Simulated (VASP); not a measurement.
Here is a VASP 6.6.1 calculation.

The input INCAR:

```
PREC = Accurate
ENCUT = 520
EDIFF = 1E-6
ISMEAR = -1
SIGMA = 0.05
LREAL = False
LASPH = True
NELM = 80
ALGO = Normal
ISIF = 2
LWAVE = False
LCHARG = False
NBANDS = 18
```

Contents of KPOINTS:

```
regular mesh
0
Gamma
  12 12 7
```

The input POSCAR:

```
FeRu
1.0
    2.5888515596      0.0000000000      0.0000000000
   -1.2944257798      2.2420112172      0.0000000000
    0.0000000000      0.0000000000      3.9871378285
Fe Ru
1 1
Direct
    0.0000000000      0.0000000000      0.5000000000
    0.6666666667      0.3333333333      0.0000000000
```

Potentials or basis: VASP PAW LDA potentials, release 64 (Fe, Ru_pv).

Launch:

```bash
$ cat potpaw_LDA.64/Fe/POTCAR potpaw_LDA.64/Ru_pv/POTCAR > POTCAR
$ mpirun -np 1 vasp_std > vasp.out
```

(1) What does it give for the pressure?

(2) Predict the band gap on the k mesh.

Answers

(1) -1.6 GPa.

(2) zero (bands 11 and 12 overlap by 2.06 eV).

Caveat: an empty level that is flat over the whole mesh can mark a ghost state of the potentials, or a narrow d or f band; the run has no spin polarisation, though such a crystal can be magnetic.
